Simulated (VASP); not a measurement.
## ScAlN2: single point with PBE

ScAlN2:

```xyz
4
Lattice="1.5277 0.8820 4.9361 -1.5277 0.8820 4.9361 0.0000 -1.7640 4.9361" Properties=species:S:1:pos:R:3 pbc="T T T"
Sc    0.0000    0.0000    0.0000
Al    0.0000    0.0000    7.4041
N     0.0000    0.0000    3.6066
N     0.0000    0.0000   11.2016
```

```yaml
Program: VASP 6.6.1
Task: single point
Functional: PBE
Potentials_or_basis: VASP PAW PBE potentials, release 64 (Sc_sv, Al, N_h)
Cutoff: 1330 eV
k_mesh: 12 × 12 × 12
Occupations: gaussian, width 0.02 eV
Spin: no spin polarisation
Dipole_correction: no
Further_INCAR_settings: ALGO = Normal; EDIFF = 1e-06; NBANDS = 20
```

The pressure is 0.6 GPa, the largest force is 0.070 eV/Å and the band gap on the k mesh is 0.78 eV (least direct gap 2.60 eV).

Forces on the atoms (eV/Å):
```
Sc   0.000  0.000  0.000
Al   0.000  0.000  0.000
N    0.000  0.000 -0.070
N    0.000  0.000  0.070
```

Stress tensor (GPa, compression positive):
```
0.53 0.00 0.00
0.00 0.53 0.00
0.00 0.00 0.62
```

Levels at points of the mesh, in eV from the valence-band top:
```
           k point  band 8  band 9  band 10  band 11  band 12  band 13  band 14  band 15  band 16  band 17
(0.00, 0.00, 0.00)   -2.30   -2.30    -0.35    -0.35     0.00     3.03     3.19     3.19     4.86     5.49
(0.50, 0.00, 0.00)   -5.68   -3.95    -3.12    -1.80    -1.08     2.11     5.22     5.39     5.75     6.44
(0.50, 0.50, 0.00)   -5.11   -2.24    -2.24    -2.19    -1.82     0.78     4.82     5.21     6.47     6.49
(0.50, 0.50, 0.50)   -3.16   -1.93    -1.93    -0.91    -0.91     2.96     3.35     3.35     5.40     5.40
```

Run time: 47 min on 1 thread of Intel(R) Xeon(R) Platinum 8259CL CPU @ 2.50GHz (Skylake/Cascade Lake) (shared host), peak memory 1 GiB.

Caveat: semilocal functionals underestimate gaps, and a narrow one can read as zero. A k mesh can miss the band edges.
